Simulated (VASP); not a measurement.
A run of VASP 6.6.1:

POSCAR

```
Ta2C
1.0
    3.5072832823      0.0000000000      0.0000000000
    0.0000000000      3.5072832823      0.0000000000
    0.0000000000      0.0000000000      6.4984227424
Ta C
4 2
Direct
    0.0000000000      0.0000000000      0.0000000000
    0.5000000000      0.5000000000      0.0000000000
    0.0000000000      0.5000000000      0.3681152527
    0.5000000000      0.0000000000      0.6318847473
    0.0000000000      0.5000000000      0.7260187603
    0.5000000000      0.0000000000      0.2739812397
```

The input INCAR.step1:

```
  PREC = Accurate
  ENCUT = 520
  ISMEAR = 0
  SIGMA = 0.1
  LREAL = F
  LASPH = T
  NELM = 80
  NBANDS = 35
  GGA = PE
  ALGO = Normal
  EDIFF = 1E-4
  LWAVE = T
  LCHARG = F
```

The input INCAR.step2:

```
  PREC = Accurate
  ENCUT = 520
  EDIFF = 1E-6
  ISMEAR = 0
  SIGMA = 0.1
  LREAL = F
  LASPH = T
  NELM = 80
  ALGO = Normal
  ISIF = 2
  LWAVE = F
  LCHARG = T
  METAGGA = R2SCAN
  LMIXTAU = T
  LELF = T
  LVHAR = T
  NBANDS = 35
  ISTART = 1
```

Contents of KPOINTS:

```
regular mesh
0
Gamma
  6 6 4
```

Potentials or basis: VASP PAW PBE potentials, release 64 (Ta_pv, C).

Command:

```sh
$ cat potpaw_PBE.64/Ta_pv/POTCAR potpaw_PBE.64/C/POTCAR > POTCAR
$ cp INCAR.step1 INCAR
$ mpirun -np 1 vasp_std > vasp.out
$ cp INCAR.step2 INCAR
$ mpirun -np 1 vasp_std > vasp.out
```

Hardware: 1 thread of Intel Xeon 8259CL, on a shared host.

Task: How long does it take, and how much memory?

Result: Wall time 4.1 min on 1 thread of Intel Xeon 8259CL, on a shared host, peak memory 0.24 GiB. Counts: k points 30.
